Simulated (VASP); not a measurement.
Crystal: Sc2GeSe.

```
Sc Ge Se
1.0
     4.62561    0.00000    0.00000
    -2.31281    4.00590    0.00000
     0.00000    0.00000    4.39406
Sc Ge Se
2 1 1
Direct
  0.33333 0.66667 0.71390
  0.66667 0.33333 0.71390
  0.00000 0.00000 0.83998
  0.00000 0.00000 0.30317
```

The cell was built from a structure type or drawn by symmetry, and may not be a known phase.

```yaml
Program: VASP 6.6.1
Task: relaxation of cell and atoms
Functional: PBE
Potentials_or_basis: VASP PAW PBE potentials, release 64 (Sc_sv, Ge_d, Se)
Cutoff: 600 eV
k_mesh: 6 × 6 × 4
Occupations: gaussian, width 0.1 eV
Spin: no spin polarisation
```

At the start: pressure 24.4 GPa; volume 20.36 Å³/atom.

How do energy, volume and symmetry change on relaxing?

Over 19 steps the energy falls by 815.0 meV/atom and the volume is 25.70 Å³/atom (+26.3 %); space group P6mm (No. 183, to 0.1 Å) before and after.

Step by step:
```tsv
step	energy change (eV)	largest force (eV/Å)	pressure (GPa)	volume (Å³)
1	0.0000	6.1951	24.43	81.42
2	-2.5743	1.5050	-1.33	121.95
3	-2.5024	2.0385	2.99	104.71
4	-2.5797	1.7392	-0.60	118.66
5	-2.7732	0.8417	-1.28	118.32
6	-2.7999	0.7787	-1.42	118.06
7	-2.9598	0.6800	-0.50	113.16
8	-3.1590	0.8783	3.32	99.28
9	-3.2294	0.3815	1.87	100.08
10	-3.2387	0.3677	1.17	100.51
11	-3.2522	0.2296	0.49	101.99
12	-3.2572	0.0979	-0.12	103.51
13	-3.2573	0.0867	-0.17	103.66
14	-3.2573	0.0813	-0.20	103.72
15	-3.2583	0.0765	-0.14	103.51
16	-3.2593	0.0668	-0.03	103.09
17	-3.2594	0.0775	0.03	102.92
18	-3.2599	0.0425	0.02	102.85
19	-3.2600	0.0253	-0.01	102.82
```

Final structure:
```
Sc Ge Se
1.0
     4.61003    0.00000    0.00000
    -2.30502    3.99241    0.00000
     0.00000    0.00000    5.58643
Sc Ge Se
2 1 1
Direct
  0.33333 0.66667 0.65588
  0.66667 0.33333 0.65588
  0.00000 0.00000 0.87772
  0.00000 0.00000 0.38146
```

Caveat: the volume moved by over 15 % at a fixed basis, so the end points are rough.
